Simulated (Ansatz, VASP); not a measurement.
# CO2: VASP beside Ansatz

```
C O
1.0
     2.68526   -2.27064   -0.01184
     2.68526    2.27064   -0.01184
    -0.02958    0.00000    6.61010
C O
2 4
Direct
  0.99345 0.00604 0.98323
  0.50604 0.49345 0.48323
  0.82639 0.19479 0.89617
  0.17556 0.80377 0.12059
  0.69479 0.32639 0.39617
  0.30377 0.67556 0.62059
```

Alike in both runs: task single point; functional PBE; k mesh 6 × 6 × 4; occupations gaussian, width 0.02 eV; no spin polarisation.

|  | VASP | Ansatz |
| --- | --- | --- |
| version | VASP 6.6.1 | Ansatz 0.2.0 |
| potentials or method | VASP PAW PBE potentials, release 64 (C, O), cutoff 520 eV | scalar-relativistic, plane waves, PAW |
| valence electrons in the cell | 32 | 32 |

Ansatz gave:

```
gap on the k mesh at the Fermi level (eV)                     : 5.95
least direct gap on the mesh (eV)                             : 6.23
pressure (GPa)                                                : 33.9
traceless stress, the component that is largest in VASP (GPa) : 36.35
rms of the force components (eV/Å)                            : 15.349
```

What did VASP give for the same quantities?

gap on the k mesh at the Fermi level (eV): 5.92; least direct gap on the mesh (eV): 6.20; pressure (GPa): 37.1; traceless stress, the component that is largest in VASP (GPa): 39.63; rms of the force components (eV/Å): 16.443.

Atom by atom the forces differ by 1.115 eV/Å (rms over components). Both programs put the cell under a high pressure, so it lies far from rest at this level.

Noted on VASP's run: the standard files for N, O and F lose accuracy on very short bonds.
